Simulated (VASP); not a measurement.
A run of VASP 6.6.1 is set up as follows.

INCAR

```
  ALGO = Fast
  EDIFF = 1E-6
  EDIFFG = -0.01
  ENCUT = 600
  GGA = PE
  IBRION = 2
  ISIF = 3
  ISMEAR = 0
  LASPH = T
  LCHARG = F
  LREAL = F
  LWAVE = F
  NELM = 80
  NSW = 100
  PREC = Accurate
  SIGMA = 0.1
```

File KPOINTS:

```
k-points
0
Gamma
  12 12 12
```

Contents of POSCAR:

```
Mo2H5
1.0
    0.0000000000      2.9097522122      2.9097522122
    2.9097522122      0.0000000000      2.9097522122
    2.9097522122      2.9097522122      0.0000000000
H Mo
5 2
Direct
    0.1151970601      0.6282676466      0.6282676466
    0.6282676466      0.1151970601      0.6282676466
    0.6282676466      0.6282676466      0.1151970601
    0.6282676466      0.6282676466      0.6282676466
    0.5000000000      0.5000000000      0.5000000000
    0.0000000000      0.0000000000      0.0000000000
    0.2500000000      0.2500000000      0.2500000000
```

Potentials or basis: VASP PAW PBE potentials, release 64 (H, Mo_sv).

Command:

```bash
$ cat potpaw_PBE.64/H/POTCAR potpaw_PBE.64/Mo_sv/POTCAR > POTCAR
$ mpirun -np 1 vasp_std > vasp.out
```

(1) Estimate the relaxed cell.

(2) Estimate the band gap on the k mesh.

Answers

(1) a = 4.120 Å, b = 4.120 Å, c = 4.120 Å, α = 60.00°, β = 60.00°, γ = 60.00°.

(2) zero (an odd number of electrons rules out a gap without spin polarisation).
